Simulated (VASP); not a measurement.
# Rb2As (I4/mmm) in VASP: notebook

The runs below take Rb2As through single point, with PBE+D3(BJ).

Program: VASP 6.6.1. These are calculated values, not measurements. Logs are shortened: lines on timing, memory, paths and dates and some standing lists are left out, and cuts for length are marked.

## Step 1: The cell of the first run

Symmetry: I4/mmm, No. 139, tetragonal system. Conventional cell: a = 7.124 Å, b = 7.124 Å, c = 14.196 Å, α = 90.00°, β = 90.00°, γ = 90.00°. Rb (site symmetry 4mm) has 1 Rb at 3.86 Å and 5 As at 5.17 to 5.39 Å within 5.4 Å.

## Step 2: Single point, PBE+D3(BJ)

Contents of INCAR:

```
SYSTEM = Rb2As
PREC = Accurate
ENCUT = 520
EDIFF = 1E-7
ISMEAR = 0
SIGMA = 0.1
LREAL = .False.
LASPH = .True.
NELM = 100
ALGO = Normal
ISIF = 2
LWAVE = .False.
LCHARG = .True.
GGA = PE
IVDW = 12
LELF = .True.
LVHAR = .True.
NBANDS = 18
```

Contents of KPOINTS:

```
regular mesh
0
Gamma
  4 4 4
  0 0 0
```

Contents of POSCAR:

```
Rb2As
1.0
   -3.5618553000      3.5618553000      7.0978350400
    3.5618553000     -3.5618553000      7.0978350400
    3.5618553000      3.5618553000     -7.0978350400
Rb As
2 1
Direct
    0.3641193000      0.3641193000      0.0000000000
    0.6358807000      0.6358807000      0.0000000000
    0.0000000000      0.0000000000      0.0000000000
```

Potentials or basis: VASP PAW PBE potentials, release 64 (Rb_sv, As).

Started as:

```bash
> cat potpaw_PBE.64/Rb_sv/POTCAR potpaw_PBE.64/As/POTCAR > POTCAR
> mpirun -np 1 vasp_std > vasp.out
```

OUTCAR:

```text
SYSTEM = Rb2As
   PREC = Accurate
   ENCUT = 520
   EDIFF = 1E-7
   ISMEAR = 0
   LREAL = .False.
   LASPH = .True.
   NELM = 100
   ISIF = 2
   GGA = PE
   IVDW = 12
 IVDW          = 12

 ion  position               nearest neighbor table
   1  0.364  0.364  0.000-   2 3.86
   2  0.636  0.636  0.000-   1 3.86
   3  0.000  0.000  0.000-

  LATTYP: Found a body centered tetragonal cell.
 ALAT       =     7.1237106000
 C/A-ratio  =     1.9927353702

  Lattice vectors:

 A1 = (  -3.5618553000,   3.5618553000,   7.0978350400)
 A2 = (   3.5618553000,  -3.5618553000,   7.0978350400)
 A3 = (   3.5618553000,   3.5618553000,  -7.0978350400)

Analysis of symmetry for initial positions (statically):
=====================================================================
 Subroutine PRICEL returns:
 Original cell was already a primitive cell.

 Routine SETGRP: Setting up the symmetry group for a
 body centered tetragonal supercell.

 Subroutine GETGRP returns: Found 16 space group operations
 (whereof 16 operations were pure point group operations)
 out of a pool of 16 trial point group operations.

The static configuration has the point symmetry D_4h.

Analysis of symmetry for dynamics (positions and initial velocities):
=====================================================================
 Subroutine PRICEL returns:
 Original cell was already a primitive cell.

 Routine SETGRP: Setting up the symmetry group for a
 body centered tetragonal supercell.

 Subroutine GETGRP returns: Found 16 space group operations
 (whereof 16 operations were pure point group operations)
 out of a pool of 16 trial point group operations.

The dynamic configuration has the point symmetry D_4h.

 Subroutine INISYM returns: Found 16 space group operations
 (whereof 16 operations are pure point group operations),
 and found     1 'primitive' translations

----------------------------------------------------------------------------------------

                                     Primitive cell

  volume of cell :     360.1956

  direct lattice vectors                    reciprocal lattice vectors
    -3.561855300  3.561855300  7.097835040     0.000000000  0.140376281  0.070444015
     3.561855300 -3.561855300  7.097835040     0.140376281  0.000000000  0.070444015
     3.561855300  3.561855300 -7.097835040     0.140376281  0.140376281  0.000000000

  length of vectors
     8.703613538  8.703613538  8.703613538     0.157060051  0.157060051  0.198522040

  position of ions in fractional coordinates (direct lattice)
     0.364119300  0.364119300  0.000000000
     0.635880700  0.635880700  0.000000000
     0.000000000  0.000000000  0.000000000

  ion indices of the primitive-cell ions
   primitive index   ion index
                 1           1
                 2           2
                 3           3

----------------------------------------------------------------------------------------

 KPOINTS: regular mesh

Automatic generation of k-mesh.
 Grid dimensions read from file:
 generate k-points for:    4    4    4

 Generating k-lattice:

  Cartesian coordinates                     Fractional coordinates (reciprocal lattice)
     0.000000000  0.035094070  0.017611004     0.250000000  0.000000000 -0.000000000
     0.035094070  0.000000000  0.017611004     0.000000000  0.250000000 -0.000000000
     0.035094070  0.035094070  0.000000000     0.000000000  0.000000000  0.250000000

  Length of vectors
     0.039265013  0.039265013  0.049630510

  Shift w.r.t. Gamma in fractional coordinates (k-lattice)
     0.000000000  0.000000000  0.000000000

 Subroutine IBZKPT returns following result:
 ===========================================

 Found     13 irreducible k-points:

 Following reciprocal coordinates:
            Coordinates               Weight
  0.000000  0.000000  0.000000      1.000000
  0.250000  0.000000  0.000000      8.000000
  0.500000  0.000000  0.000000      4.000000
  0.250000  0.250000  0.000000      8.000000
  0.500000  0.250000  0.000000     16.000000
 -0.250000  0.250000  0.000000      4.000000
  0.500000  0.500000  0.000000      2.000000
  0.250000  0.250000  0.250000      2.000000
 -0.250000  0.250000  0.250000      4.000000
  0.500000  0.500000  0.250000      4.000000
 -0.250000  0.500000  0.250000      8.000000
 -0.250000 -0.250000  0.250000      2.000000
  0.500000  0.500000  0.500000      1.000000
   k-points           NKPTS =     13   k-points in BZ     NKDIM =     13   number of bands    NBANDS=     18
   number of dos      NEDOS =    301   number of ions     NIONS =      3
   total plane-waves  NPLWV = 343000
   dimension x,y,z NGX =    70 NGY =   70 NGZ =   70
   dimension x,y,z NGXF=   140 NGYF=  140 NGZF=  140
   ions per type =               2   1
   NGX,Y,Z   is equivalent  to a cutoff of  13.37, 13.37, 13.37 a.u.
   NGXF,Y,Z  is equivalent  to a cutoff of  26.74, 26.74, 26.74 a.u.
 SYSTEM =  Rb2As
   PREC   = accura    normal or accurate (medium, high low for compatibility)
   ISTART =      0    job   : 0-new  1-cont  2-samecut
   ICHARG =      2    charge: 1-file 2-atom 10-const
   ISPIN  =      1    spin polarized calculation?
   LNONCOLLINEAR =      F non collinear calculations
   LSORBIT =      F    spin-orbit coupling
   LASPH  =      T    aspherical Exc in radial PAW
   ENCUT  =  520.0 eV  38.22 Ry    6.18 a.u.  16.18 16.18 16.18*2*pi/ulx,y,z
   NELM   =    100;   NELMIN=  2; NELMDL= -5     # of ELM steps
   EDIFF  = 0.1E-06   stopping-criterion for ELM
   LREAL  =      F    real-space projection
   EDIFFG = 0.1E-05   stopping-criterion for IOM
   NSW    =      0    number of steps for IOM
   IBRION =     -1    ionic relax: 0-MD 1-quasi-New 2-CG
   NFREE  =      0    steps in history (QN), initial steepest desc. (CG)
   ISIF   =      2    stress and relaxation
   ISYM   =      2    0-nonsym 1-usesym 2-fastsym
   POTIM  = 0.5000    time-step for ionic-motion
   TEBEG  =    0.0;   TEEND  =   0.0 temperature during run
   PSTRESS=    0.0 pullay stress
   NELECT =      23.0000    total number of electrons
   NUPDOWN=      -1.0000    fix difference up-down
   EMIN   =  10.00;   EMAX   =-10.00  energy-range for DOS
   EFERMI =   0.00;   METHOD = LEGACY
   ISMEAR =     0;   SIGMA  =   0.10  broadening in eV -4-tet -1-fermi 0-gaus
   EFERMI_NEDOS =   21; number of points for ismear=-14 and -15
   IALGO  =     38    algorithm
   IMIX   =      4    mixing-type and parameters
     AMIX     =   0.40;   BMIX     =  1.00
     AMIX_MAG =   1.60;   BMIX_MAG =  1.00
  volume/ion in A,a.u.               =     120.07       810.24
  Fermi-wavevector in a.u.,A,eV,Ry     =   0.654342  1.236527  5.825513  0.428163
  Thomas-Fermi vector in A             =   1.724869
   LORBIT       =      0    0 simple, 1 ext, 2 COOP (PROOUT), +10 PAW based schemes
   GGA     = PE    functional components
   LHFCALC =     F    Hartree Fock is set to
   AEXX    =    0.0000 exact exchange contribution
   IVDW    =    12    specifies the selected vdW correction
   LEPSILON=     F    determine dielectric tensor
   LRPA    =     F    only Hartree local field effects (RPA)
 non-spin polarized calculation
 Gauss-broadening in eV      SIGMA  =   0.10
  energy-cutoff  :      520.00
  volume of cell :      360.20
 maximum number of plane-waves:      9758
 NGX is ok and might be reduce to    70
   NGX = 33   NGY = 33   NGZ = 33

 number of electron      23.0000000 magnetization

 Free energy of the ion-electron system (eV)
  ---------------------------------------------------
  ext. energy  EPLUGINS =         0.00000000
  ---------------------------------------------------
  free energy    TOTEN  =        -4.09441721 eV

  energy without entropy =       -4.02950862  energy(sigma->0) =       -4.06196291

 E-fermi :  -1.4004     XC(G=0):  -4.4785

 val. band max:       -1.4397556899   @ k =  -0.2500   0.2500   0.0000
 cond. band min:      -1.3841969817   @ k =   0.5000   0.5000   0.5000
 fundamental gap:      0.0555587082
 Fermi energy:        -1.4003833274

 k-point     1 :       0.0000    0.0000    0.0000
  band No.  band energies     occupation
      1     -30.7215      2.00000
      2     -30.7014      2.00000
      3     -14.9484      2.00000
      4     -14.7558      2.00000
      5     -14.7558      2.00000
      6     -14.7270      2.00000
[... 10 lines left out ...]
     17       1.5933      0.00000
     18       1.6729      0.00000

 k-point     2 :       0.2500    0.0000    0.0000
  band No.  band energies     occupation
      1     -30.7214      2.00000
      2     -30.7014      2.00000
      3     -14.9478      2.00000
      4     -14.7569      2.00000
      5     -14.7566      2.00000
      6     -14.7264      2.00000
[... 10 lines left out ...]
     17       1.6542      0.00000
     18       1.8130      0.00000

 k-point     3 :       0.5000    0.0000    0.0000
  band No.  band energies     occupation
      1     -30.7214      2.00000
      2     -30.7014      2.00000
      3     -14.9472      2.00000
      4     -14.7581      2.00000
      5     -14.7574      2.00000
      6     -14.7258      2.00000
[... 10 lines left out ...]
     17       1.5755      0.00000
     18       1.9260      0.00000

 k-point     4 :       0.2500    0.2500    0.0000
  band No.  band energies     occupation
      1     -30.7214      2.00000
      2     -30.7014      2.00000
      3     -14.9472      2.00000
      4     -14.7578      2.00000
      5     -14.7577      2.00000
      6     -14.7255      2.00000
[... 144 lines left out ...]
      4     -14.7586      2.00000
      5     -14.7583      2.00000
      6     -14.7247      2.00000
[... 10 lines left out ...]
     17       1.6286      0.00000
     18       1.6522      0.00000

 k-point    12 :      -0.2500   -0.2500    0.2500
  band No.  band energies     occupation
      1     -30.7214      2.00000
      2     -30.7015      2.00000
      3     -14.9472      2.00000
      4     -14.7575      2.00000
      5     -14.7575      2.00000
      6     -14.7252      2.00000
[... 10 lines left out ...]
     17       1.6614      0.00000
     18       1.6798      0.00000

 k-point    13 :       0.5000    0.5000    0.5000
  band No.  band energies     occupation
      1     -30.7213      2.00000
      2     -30.7015      2.00000
      3     -14.9460      2.00000
      4     -14.7591      2.00000
      5     -14.7591      2.00000
      6     -14.7236      2.00000
[... 10 lines left out ...]
     17       1.6919      0.00000
     18       1.6919      0.00000

------------------------ aborting loop because EDIFF is reached ----------------------------------------

 Edisp (eV)   -0.21050

 E8    (eV) :    -0.1085

  FORCE on cell =-STRESS in cart. coord.  units (eV):
  Direction    XX          YY          ZZ          XY          YZ          ZX
  --------------------------------------------------------------------------------------
  -------------------------------------------------------------------------------------
  Total      -3.62812    -3.62812    -2.20766     0.00000     0.00000     0.00000
  in kB     -16.13813   -16.13813    -9.81982     0.00000     0.00000     0.00000
  external pressure =      -14.03 kB  Pullay stress =        0.00 kB

 VOLUME and BASIS-vectors are now :
 -----------------------------------------------------------------------------
  energy-cutoff  :      520.00
  volume of cell :      360.20
      direct lattice vectors                 reciprocal lattice vectors
    -3.561855300  3.561855300  7.097835040     0.000000000  0.140376281  0.070444015
     3.561855300 -3.561855300  7.097835040     0.140376281  0.000000000  0.070444015
     3.561855300  3.561855300 -7.097835040     0.140376281  0.140376281  0.000000000

 POSITION                                       TOTAL-FORCE (eV/Angst)
 -----------------------------------------------------------------------------------
      0.00000      0.00000      5.16892        -0.000000     -0.000000     -0.359470
      0.00000      0.00000      9.02675         0.000000      0.000000      0.359470
      0.00000      0.00000      0.00000         0.000000      0.000000      0.000000
 -----------------------------------------------------------------------------------
    total drift:                                0.000000      0.000000      0.000000

  FREE ENERGIE OF THE ION-ELECTRON SYSTEM (eV)
  ---------------------------------------------------
  free  energy   TOTEN  =        -4.3049205419 eV

  energy  without entropy=       -4.2400119484  energy(sigma->0) =       -4.27246625
```

Run time: 5.8 min. Hardware: 1 thread of Oxide Virtual Turin-like, shared host; peak memory 0.68 GiB.

What came out:

- Free energy: -4.3049 eV
- Pressure: -1.4 GPa
- Largest force: 0.359 eV/Å
- Band gap on the k mesh: zero (an odd number of electrons rules out a gap without spin polarisation)
- Dispersion energy per atom: -0.070 eV

Forces in eV/Å, atoms in the order of the input:
```
Rb   0.000  0.000 -0.359
Rb   0.000  0.000  0.359
As   0.000  0.000  0.000
```

Stress tensor (GPa, compression positive):
```
-1.61  0.00  0.00
 0.00 -1.61  0.00
 0.00  0.00 -0.98
```

## Step 3: Single point, PBE+D3(BJ)

This run uses another cell than the first one, of 36.64 Å³/atom.

Contents of INCAR:

```
PREC = Accurate ; ENCUT = 520
EDIFF = 1E-6 ; ISMEAR = 0
SIGMA = 0.1 ; LREAL = False
LASPH = True ; NELM = 80
ALGO = Fast ; ISIF = 2
LWAVE = False ; LCHARG = False
GGA = PE ; IVDW = 12
NBANDS = 18
```

Contents of KPOINTS:

```
Automatic mesh
0
Gamma
  10 10 10
```

Contents of POSCAR:

```
Rb2As
1.0
   -2.2217526456      2.2217526456      5.5673288443
    2.2217526456     -2.2217526456      5.5673288443
    2.2217526456      2.2217526456     -5.5673288443
Rb As
2 1
Direct
    0.3472134024      0.3472134024      0.0000000000
    0.6527865976      0.6527865976      0.0000000000
    0.0000000000      0.0000000000      0.0000000000
```

Potentials or basis: VASP PAW PBE potentials, release 64 (Rb_sv, As).

Started as:

```bash
> cat potpaw_PBE.64/Rb_sv/POTCAR potpaw_PBE.64/As/POTCAR > POTCAR
> mpirun -np 1 vasp_std > vasp.out
```

Wall time 12 min (1 thread of Oxide Virtual Turin-like, shared host); peak memory 0.42 GiB.

The run converged. Its results:

* Free energy: -7.6039 eV
* Pressure: 0.1 GPa
* Largest force: 0.003 eV/Å
* Band gap on the k mesh: zero (an odd number of electrons rules out a gap without spin polarisation)
* Dispersion energy per atom: -0.247 eV

Forces in eV/Å, atoms in the order of the input:
```
Rb   0.000  0.000 -0.003
Rb   0.000  0.000  0.003
As   0.000  0.000  0.000
```

Levels at points of the mesh, in eV from the Fermi level:
```tsv
k point	band 9	band 10	band 11	band 12	band 13	band 14
(0.00, 0.00, 0.00)	-9.10	-0.97	0.27	0.27	1.00	2.98
(0.50, 0.00, 0.00)	-8.72	-1.56	-0.39	0.23	2.01	3.65
(0.50, 0.50, 0.00)	-8.79	-1.09	-0.98	-0.68	3.06	3.50
(0.50, 0.50, 0.50)	-8.89	-1.67	0.39	0.39	2.18	3.21
```

## Step 4: Single point, PBE+D3(BJ)

This run uses another cell than the first one, of 36.67 Å³/atom.

Contents of INCAR:

```
SYSTEM = Rb2As
PREC = Accurate
ENCUT = 520
EDIFF = 1E-6
ISMEAR = 0
SIGMA = 0.1
LREAL = .FALSE.
LASPH = .TRUE.
NELM = 80
ALGO = Fast
ISIF = 2
LWAVE = .FALSE.
LCHARG = .FALSE.
GGA = PE
IVDW = 12
NBANDS = 18
```

Contents of KPOINTS:

```
Automatic mesh
0
G
  14 14 14
  0 0 0
```

Contents of POSCAR:

```
Rb2As
1.0
   -2.2187465008      2.2187465008      5.5873091808
    2.2187465008     -2.2187465008      5.5873091808
    2.2187465008      2.2187465008     -5.5873091808
Rb As
2 1
Direct
    0.3475303949      0.3475303949      0.0000000000
    0.6524696051      0.6524696051      0.0000000000
    0.0000000000      0.0000000000      0.0000000000
```

Potentials or basis: VASP PAW PBE potentials, release 64 (Rb_sv, As).

Started as:

```bash
> cat potpaw_PBE.64/Rb_sv/POTCAR potpaw_PBE.64/As/POTCAR > POTCAR
> mpirun -np 1 vasp_std > vasp.out
```

OUTCAR:

```text
SYSTEM = Rb2As
   PREC = Accurate
   ENCUT = 520
   EDIFF = 1E-6
   ISMEAR = 0
   LREAL = .FALSE.
   LASPH = .TRUE.
   NELM = 80
   ISIF = 2
   GGA = PE
   IVDW = 12
 IVDW          = 12

 ion  position               nearest neighbor table
   1  0.348  0.348  0.000-   2 3.41   3 3.57   3 3.57   3 3.57   3 3.57   2 3.82   2 3.82   2 3.82
                             2 3.82   3 3.88   2 5.59   2 5.59   2 5.59   2 5.59
   2  0.652  0.652  0.000-   1 3.41   3 3.57   3 3.57   3 3.57   3 3.57   1 3.82   1 3.82   1 3.82
                             1 3.82   3 3.88   1 5.59   1 5.59   1 5.59   1 5.59
   3  0.000  0.000  0.000-   2 3.57   2 3.57   2 3.57   1 3.57   2 3.57   1 3.57   1 3.57   1 3.57
                             1 3.88   2 3.88

  LATTYP: Found a body centered tetragonal cell.
 ALAT       =     4.4374930016
 C/A-ratio  =     2.5182278276

  Lattice vectors:

 A1 = (  -2.2187465008,   2.2187465008,   5.5873091808)
 A2 = (   2.2187465008,  -2.2187465008,   5.5873091808)
 A3 = (   2.2187465008,   2.2187465008,  -5.5873091808)

Analysis of symmetry for initial positions (statically):
=====================================================================
 Subroutine PRICEL returns:
 Original cell was already a primitive cell.

[... 175 lines left out ...]
 cond. band min:       1.3882964684   @ k =  -0.0714   0.0714   0.0000
 fundamental gap:      0.0029113047
 Fermi energy:         1.3882768424

 k-point     1 :       0.0000    0.0000    0.0000
  band No.  band energies     occupation
      1     -26.1895      2.00000
      2     -26.0241      2.00000
      3     -10.7946      2.00000
      4     -10.2673      2.00000
      5     -10.2673      2.00000
      6     -10.0522      2.00000
[... 481 lines left out ...]
      5     -10.3275      2.00000
      6     -10.1461      2.00000
[... 10 lines left out ...]
     17       6.8255      0.00000
     18       7.0843      0.00000

 [... further k-points ...]

------------------------ aborting loop because EDIFF is reached ----------------------------------------

 Edisp (eV)   -0.73991

 E8    (eV) :    -0.3866

  FORCE on cell =-STRESS in cart. coord.  units (eV):
  Direction    XX          YY          ZZ          XY          YZ          ZX
  --------------------------------------------------------------------------------------
  -------------------------------------------------------------------------------------
  Total       0.02803     0.02803     0.03385     0.00000    -0.00000     0.00000
  in kB       0.40823     0.40823     0.49292     0.00000    -0.00000     0.00000
  external pressure =        0.44 kB  Pullay stress =        0.00 kB

 VOLUME and BASIS-vectors are now :
 -----------------------------------------------------------------------------
  energy-cutoff  :      520.00
  volume of cell :      110.02
      direct lattice vectors                 reciprocal lattice vectors
    -2.218746501  2.218746501  5.587309181     0.000000000  0.225352468  0.089488515
     2.218746501 -2.218746501  5.587309181     0.225352468  0.000000000  0.089488515
     2.218746501  2.218746501 -5.587309181     0.225352468  0.225352468  0.000000000

 POSITION                                       TOTAL-FORCE (eV/Angst)
 -----------------------------------------------------------------------------------
      0.00000      0.00000      3.88352        -0.000000     -0.000000     -0.001646
      0.00000      0.00000      7.29110         0.000000      0.000000      0.001646
      0.00000      0.00000      0.00000        -0.000000     -0.000000      0.000000
 -----------------------------------------------------------------------------------
    total drift:                               -0.000000     -0.000000      0.000000

  FREE ENERGIE OF THE ION-ELECTRON SYSTEM (eV)
  ---------------------------------------------------
  free  energy   TOTEN  =        -7.6029997216 eV

  energy  without entropy=       -7.5908730665  energy(sigma->0) =       -7.59693639
```

It took 28 min on 1 thread of Oxide Virtual Turin-like, shared host; peak memory 0.63 GiB.

Results:

* Free energy: -7.6030 eV
* Pressure: 0.0 GPa
* Band gap on the k mesh: zero (an odd number of electrons rules out a gap without spin polarisation)
* Dispersion energy per atom: -0.247 eV

## Step 5: Summary

| cell | k mesh | gap on the mesh (eV) | pressure (GPa) |
| --- | --- | --- | --- |
| a = 8.704 Å, angles 131.7, 131.7, 70.7°, 3 atoms, atomic positions A | 4 × 4 × 4 | none | -1.4 |
| a = 6.393 Å, angles 139.3, 139.3, 58.9°, 3 atoms, atomic positions B | 10 × 10 × 10 | none | 0.1 |
| a = 6.408 Å, angles 139.5, 139.5, 58.6°, 3 atoms, atomic positions C | 14 × 14 × 14 | none | 0.0 |

Alike in all rows: task single point; level PBE+D3(BJ); potentials or basis VASP PAW PBE potentials, release 64 (Rb_sv, As); no spin polarisation; cutoff (eV) 520; smearing gaussian 0.1 eV.

Absolute energies hang on the potentials; compare differences alone.

The gap in the log of VASP goes by the Fermi energy; the results here count the filled bands.